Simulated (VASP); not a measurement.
# Sn3PbO4 (P4mm) in VASP: single point with PBE

Aim: the single point of Sn3PbO4 with PBE.

Everything below comes from runs of VASP 6.6.1. Logs are shortened: lines on timing, memory, paths and dates and some standing lists are left out, and cuts for length are marked.

### Step 1. The cell of the first run

The structure is tetragonal, space group P4mm (No. 99). The conventional cell has a = 5.519 Å, b = 5.519 Å, c = 4.973 Å, α = 90.00°, β = 90.00°, γ = 90.00°. Within 3.0 Å of Sn (site symmetry 2mm) lie 4 O at 2.28 Å. Within 3.0 Å of Sn (site symmetry 4mm) lie 4 O at 2.28 Å. Within 3.0 Å of Pb (site symmetry 4mm) lie 4 O at 2.28 Å. Within 3.0 Å of O (site symmetry m) lie 3 Sn at 2.28 Å and 1 Pb at 2.28 Å and 4 O at 2.76 Å.

### Step 2. Single point, PBE

File INCAR:

```
SYSTEM = Sn3PbO4
PREC = Accurate
ENCUT = 520
EDIFF = 1E-7
ISMEAR = 0
SIGMA = 0.1
LREAL = .FALSE.
LASPH = .TRUE.
NELM = 80
ALGO = Normal
ISIF = 2
LWAVE = .FALSE.
LCHARG = .FALSE.
GGA = PE
NBANDS = 50
```

File KPOINTS:

```
Automatic mesh
0
G
  4 4 4
  0 0 0
```

File POSCAR:

```
Sn3PbO4
1.0
    5.5187092300      0.0000000000      0.0000000000
    0.0000000000      5.5187092300      0.0000000000
    0.0000000000      0.0000000000      4.9729727300
Sn Pb O
3 1 4
Direct
    0.0000000000      0.5000000000      0.2369000000
    0.5000000000      0.0000000000      0.2369000000
    0.5000000000      0.5000000000      0.7631000000
    0.0000000000      0.0000000000      0.7631000000
    0.7500000000      0.2500000000      0.0000000000
    0.2500000000      0.7500000000      0.0000000000
    0.7500000000      0.7500000000      0.0000000000
    0.2500000000      0.2500000000      0.0000000000
```

Potentials or basis: VASP PAW PBE potentials, release 64 (Sn_d, Pb_d, O).

Launch:

```
$ cat potpaw_PBE.64/Sn_d/POTCAR potpaw_PBE.64/Pb_d/POTCAR potpaw_PBE.64/O/POTCAR > POTCAR
$ mpirun -np 1 vasp_std > vasp.out
```

OUTCAR:

```text
SYSTEM = Sn3PbO4
   PREC = Accurate
   ENCUT = 520
   EDIFF = 1E-7
   ISMEAR = 0
   LREAL = .FALSE.
   LASPH = .TRUE.
   NELM = 80
   ISIF = 2
   GGA = PE

 ion  position               nearest neighbor table
   1  0.000  0.500  0.237-   5 2.28   6 2.28   7 2.28   8 2.28   3 3.63   4 3.63   4 3.63   3 3.63
                             4 3.80   4 3.80
   2  0.500  0.000  0.237-   5 2.28   6 2.28   7 2.28   8 2.28   3 3.63   4 3.63   3 3.63   4 3.63
                             4 3.80   4 3.80
   3  0.500  0.500  0.763-   5 2.28   6 2.28   7 2.28   8 2.28   1 3.63   2 3.63   2 3.63   1 3.63
                             4 3.90   4 3.90   4 3.90   4 3.90
   4  0.000  0.000  0.763-   5 2.28   6 2.28   7 2.28   8 2.28   1 3.63   2 3.63   1 3.63   2 3.63
                             1 3.80   1 3.80   2 3.80   2 3.80   3 3.90   3 3.90   3 3.90   3 3.90
   5  0.750  0.250  0.000-   1 2.28   2 2.28   3 2.28   4 2.28
   6  0.250  0.750  0.000-   1 2.28   2 2.28   3 2.28   4 2.28
   7  0.750  0.750  0.000-   1 2.28   2 2.28   3 2.28   4 2.28
   8  0.250  0.250  0.000-   1 2.28   2 2.28   3 2.28   4 2.28

  LATTYP: Found a simple tetragonal cell.
 ALAT       =     5.5187092300
 C/A-ratio  =     0.9011115684

  Lattice vectors:

 A1 = (   5.5187092300,   0.0000000000,   0.0000000000)
 A2 = (   0.0000000000,   5.5187092300,   0.0000000000)
 A3 = (   0.0000000000,   0.0000000000,   4.9729727300)

Analysis of symmetry for initial positions (statically):
=====================================================================
 Subroutine PRICEL returns:
 Original cell was already a primitive cell.

 Routine SETGRP: Setting up the symmetry group for a
 simple tetragonal supercell.

 Subroutine GETGRP returns: Found  8 space group operations
 (whereof  8 operations were pure point group operations)
 out of a pool of 16 trial point group operations.

The static configuration has the point symmetry C_4v.

Analysis of symmetry for dynamics (positions and initial velocities):
=====================================================================
 Subroutine PRICEL returns:
 Original cell was already a primitive cell.

 Routine SETGRP: Setting up the symmetry group for a
 simple tetragonal supercell.

 Subroutine GETGRP returns: Found  8 space group operations
 (whereof  8 operations were pure point group operations)
 out of a pool of 16 trial point group operations.

The dynamic configuration has the point symmetry C_4v.

 Subroutine INISYM returns: Found  8 space group operations
 (whereof  8 operations are pure point group operations),
 and found     1 'primitive' translations

----------------------------------------------------------------------------------------

                                     Primitive cell

  volume of cell :     151.4576

  direct lattice vectors                    reciprocal lattice vectors
     5.518709230  0.000000000  0.000000000     0.181201792  0.000000000  0.000000000
     0.000000000  5.518709230  0.000000000     0.000000000  0.181201792  0.000000000
     0.000000000  0.000000000  4.972972730     0.000000000  0.000000000  0.201086966

  length of vectors
     5.518709230  5.518709230  4.972972730     0.181201792  0.181201792  0.201086966

  position of ions in fractional coordinates (direct lattice)
     0.000000000  0.500000000  0.236900000
     0.500000000  0.000000000  0.236900000
     0.500000000  0.500000000  0.763100000
     0.000000000  0.000000000  0.763100000
     0.750000000  0.250000000  0.000000000
     0.250000000  0.750000000  0.000000000
     0.750000000  0.750000000  0.000000000
     0.250000000  0.250000000  0.000000000

  ion indices of the primitive-cell ions
   primitive index   ion index
                 1           1
                 2           2
                 3           3
                 4           4
                 5           5
                 6           6
                 7           7
                 8           8

----------------------------------------------------------------------------------------

 KPOINTS: Automatic mesh

Automatic generation of k-mesh.
 Grid dimensions read from file:
 generate k-points for:    4    4    4

 Generating k-lattice:

  Cartesian coordinates                     Fractional coordinates (reciprocal lattice)
     0.045300448  0.000000000  0.000000000     0.250000000  0.000000000  0.000000000
     0.000000000  0.045300448  0.000000000     0.000000000  0.250000000  0.000000000
     0.000000000  0.000000000  0.050271742     0.000000000  0.000000000  0.250000000

  Length of vectors
     0.045300448  0.045300448  0.050271742

  Shift w.r.t. Gamma in fractional coordinates (k-lattice)
     0.000000000  0.000000000  0.000000000

 Subroutine IBZKPT returns following result:
 ===========================================

 Found     18 irreducible k-points:

 Following reciprocal coordinates:
            Coordinates               Weight
  0.000000  0.000000  0.000000      1.000000
  0.250000  0.000000  0.000000      4.000000
  0.500000  0.000000  0.000000      2.000000
  0.250000  0.250000  0.000000      4.000000
  0.500000  0.250000  0.000000      4.000000
  0.500000  0.500000  0.000000      1.000000
[... 10 lines left out ...]
  0.500000  0.250000  0.500000      4.000000
  0.500000  0.500000  0.500000      1.000000
   k-points           NKPTS =     18   k-points in BZ     NKDIM =     18   number of bands    NBANDS=     50
   number of dos      NEDOS =    301   number of ions     NIONS =      8
   total plane-waves  NPLWV =  70560
   dimension x,y,z NGX =    42 NGY =   42 NGZ =   40
   dimension x,y,z NGXF=    84 NGYF=   84 NGZF=   80
   ions per type =               3   1   4
   NGX,Y,Z   is equivalent  to a cutoff of  12.65, 12.65, 13.37 a.u.
   NGXF,Y,Z  is equivalent  to a cutoff of  25.30, 25.30, 26.74 a.u.
 SYSTEM =  Sn3PbO4
   PREC   = accura    normal or accurate (medium, high low for compatibility)
   ISTART =      0    job   : 0-new  1-cont  2-samecut
   ICHARG =      2    charge: 1-file 2-atom 10-const
   ISPIN  =      1    spin polarized calculation?
   LNONCOLLINEAR =      F non collinear calculations
   LSORBIT =      F    spin-orbit coupling
   LASPH  =      T    aspherical Exc in radial PAW
   ENCUT  =  520.0 eV  38.22 Ry    6.18 a.u.  10.26 10.26  9.25*2*pi/ulx,y,z
   NELM   =     80;   NELMIN=  2; NELMDL= -5     # of ELM steps
   EDIFF  = 0.1E-06   stopping-criterion for ELM
   LREAL  =      F    real-space projection
   EDIFFG = 0.1E-05   stopping-criterion for IOM
   NSW    =      0    number of steps for IOM
   IBRION =     -1    ionic relax: 0-MD 1-quasi-New 2-CG
   NFREE  =      0    steps in history (QN), initial steepest desc. (CG)
   ISIF   =      2    stress and relaxation
   ISYM   =      2    0-nonsym 1-usesym 2-fastsym
   POTIM  = 0.5000    time-step for ionic-motion
   TEBEG  =    0.0;   TEEND  =   0.0 temperature during run
   PSTRESS=    0.0 pullay stress
   NELECT =      80.0000    total number of electrons
   NUPDOWN=      -1.0000    fix difference up-down
   EMIN   =  10.00;   EMAX   =-10.00  energy-range for DOS
   EFERMI =   0.00;   METHOD = LEGACY
   ISMEAR =     0;   SIGMA  =   0.10  broadening in eV -4-tet -1-fermi 0-gaus
   EFERMI_NEDOS =   21; number of points for ismear=-14 and -15
   IALGO  =     38    algorithm
   IMIX   =      4    mixing-type and parameters
     AMIX     =   0.40;   BMIX     =  1.00
     AMIX_MAG =   1.60;   BMIX_MAG =  1.00
  volume/ion in A,a.u.               =      18.93       127.76
  Fermi-wavevector in a.u.,A,eV,Ry     =   1.323349  2.500767 23.827245  1.751253
  Thomas-Fermi vector in A             =   2.452964
   LORBIT       =      0    0 simple, 1 ext, 2 COOP (PROOUT), +10 PAW based schemes
   GGA     = PE    functional components
   LHFCALC =     F    Hartree Fock is set to
   AEXX    =    0.0000 exact exchange contribution
   IVDW    =     0    specifies the selected vdW correction
   LEPSILON=     F    determine dielectric tensor
   LRPA    =     F    only Hartree local field effects (RPA)
 non-spin polarized calculation
 Gauss-broadening in eV      SIGMA  =   0.10
  energy-cutoff  :      520.00
  volume of cell :      151.46
 maximum number of plane-waves:      4122
 NGX is ok and might be reduce to    42
   NGX = 21   NGY = 21   NGZ = 19

 number of electron      79.9999984 magnetization

 Free energy of the ion-electron system (eV)
  ---------------------------------------------------
  ext. energy  EPLUGINS =         0.00000000
  ---------------------------------------------------
  free energy    TOTEN  =       -44.70387519 eV

  energy without entropy =      -44.70387259  energy(sigma->0) =      -44.70387389

 E-fermi :   6.2564     XC(G=0):  -9.9157

 val. band max:        5.9983300237   @ k =   0.0000   0.0000   0.0000
 cond. band min:       6.5248603051   @ k =   0.0000   0.0000   0.0000
 fundamental gap:      0.5265302815
 Fermi energy:         6.2563960739

 k-point     1 :       0.0000    0.0000    0.0000
  band No.  band energies     occupation
      1     -15.4595      2.00000
      2     -15.4030      2.00000
      3     -15.4030      2.00000
      4     -15.2199      2.00000
      5     -15.2000      2.00000
      6     -15.1985      2.00000
[... 42 lines left out ...]
     49      11.8899      0.00000
     50      11.8899      0.00000

 k-point     2 :       0.2500    0.0000    0.0000
  band No.  band energies     occupation
      1     -15.4469      2.00000
      2     -15.4055      2.00000
      3     -15.3764      2.00000
      4     -15.2198      2.00000
      5     -15.2138      2.00000
      6     -15.2093      2.00000
[... 42 lines left out ...]
     49      11.4611      0.00000
     50      12.1367      0.00000

 k-point     3 :       0.5000    0.0000    0.0000
  band No.  band energies     occupation
      1     -15.4245      2.00000
      2     -15.4174      2.00000
      3     -15.3278      2.00000
      4     -15.2665      2.00000
      5     -15.2179      2.00000
      6     -15.2073      2.00000
[... 42 lines left out ...]
     49      12.3235      0.00000
     50      12.5074      0.00000

 k-point     4 :       0.2500    0.2500    0.0000
  band No.  band energies     occupation
      1     -15.4360      2.00000
      2     -15.3900      2.00000
      3     -15.3759      2.00000
      4     -15.2499      2.00000
      5     -15.2120      2.00000
      6     -15.2059      2.00000
[... 681 lines left out ...]
 k-point    17 :       0.5000    0.2500    0.5000
  band No.  band energies     occupation
      1     -15.4242      2.00000
      2     -15.3942      2.00000
      3     -15.3496      2.00000
      4     -15.2952      2.00000
      5     -15.2162      2.00000
      6     -15.2130      2.00000
[... 42 lines left out ...]
     49      12.1390      0.00000
     50      12.3689      0.00000

 k-point    18 :       0.5000    0.5000    0.5000
  band No.  band energies     occupation
      1     -15.4241      2.00000
      2     -15.3671      2.00000
      3     -15.3671      2.00000
      4     -15.3303      2.00000
      5     -15.2170      2.00000
      6     -15.2161      2.00000
[... 42 lines left out ...]
     49      12.5864      0.00000
     50      12.7413      0.00000

------------------------ aborting loop because EDIFF is reached ----------------------------------------

  FORCE on cell =-STRESS in cart. coord.  units (eV):
  Direction    XX          YY          ZZ          XY          YZ          ZX
  --------------------------------------------------------------------------------------
  -------------------------------------------------------------------------------------
  Total        0.7176483      0.7176483      0.5376588      0.0000000      0.0000000      0.0000000
  in kB        7.5915622      7.5915622      5.6875630      0.0000000      0.0000000      0.0000000
  external PRESSURE =       6.9568958 kB  Pullay stress =       0.0000000 kB

 VOLUME and BASIS-vectors are now :
 -----------------------------------------------------------------------------
  energy-cutoff  :      520.00
  volume of cell :      151.46
      direct lattice vectors                 reciprocal lattice vectors
     5.518709230  0.000000000  0.000000000     0.181201792  0.000000000  0.000000000
     0.000000000  5.518709230  0.000000000     0.000000000  0.181201792  0.000000000
     0.000000000  0.000000000  4.972972730     0.000000000  0.000000000  0.201086966

 POSITION                                       TOTAL-FORCE (eV/Angst)
 -----------------------------------------------------------------------------------
      0.00000      2.75935      1.17810         0.000000      0.000000     -0.641638
      2.75935      0.00000      1.17810         0.000000      0.000000     -0.641638
      2.75935      2.75935      3.79488         0.000000      0.000000      0.640090
      0.00000      0.00000      3.79488         0.000000      0.000000     -1.418595
      4.13903      1.37968      0.00000        -0.516843      0.516843      0.515445
      1.37968      4.13903      0.00000         0.516843     -0.516843      0.515445
      4.13903      4.13903      0.00000        -0.516843     -0.516843      0.515445
      1.37968      1.37968      0.00000         0.516843      0.516843      0.515445
 -----------------------------------------------------------------------------------
    total drift:                                0.000000      0.000000      0.000101

  FREE ENERGIE OF THE ION-ELECTRON SYSTEM (eV)
  ---------------------------------------------------
  free  energy   TOTEN  =       -44.7038751866 eV

  energy  without entropy=      -44.7038725917  energy(sigma->0) =      -44.70387389
```

It took 4.2 min on 1 thread of AMD EPYC 7R43 (Zen 3), shared host; peak memory 0.28 GiB.

Results:

| Property | Result |
| --- | --- |
| Free energy | -44.7039 eV |
| Pressure | 0.7 GPa |
| Largest force | 1.419 eV/Å |
| Band gap on the k mesh | 0.53 eV, direct |

Forces on the atoms (eV/Å):
```
Sn   0.000  0.000 -0.642
Sn   0.000  0.000 -0.642
Sn   0.000  0.000  0.640
Pb   0.000  0.000 -1.419
O   -0.517  0.517  0.515
O    0.517 -0.517  0.515
O   -0.517 -0.517  0.515
O    0.517  0.517  0.515
```

Stress tensor (GPa, compression positive):
```
0.76 0.00 0.00
0.00 0.76 0.00
0.00 0.00 0.57
```

Caveat: spin-orbit coupling is left out, which moves the levels of the heavy elements; forces of over 1 eV/Å act on the atoms, so gaps and moduli don't describe the material at rest.
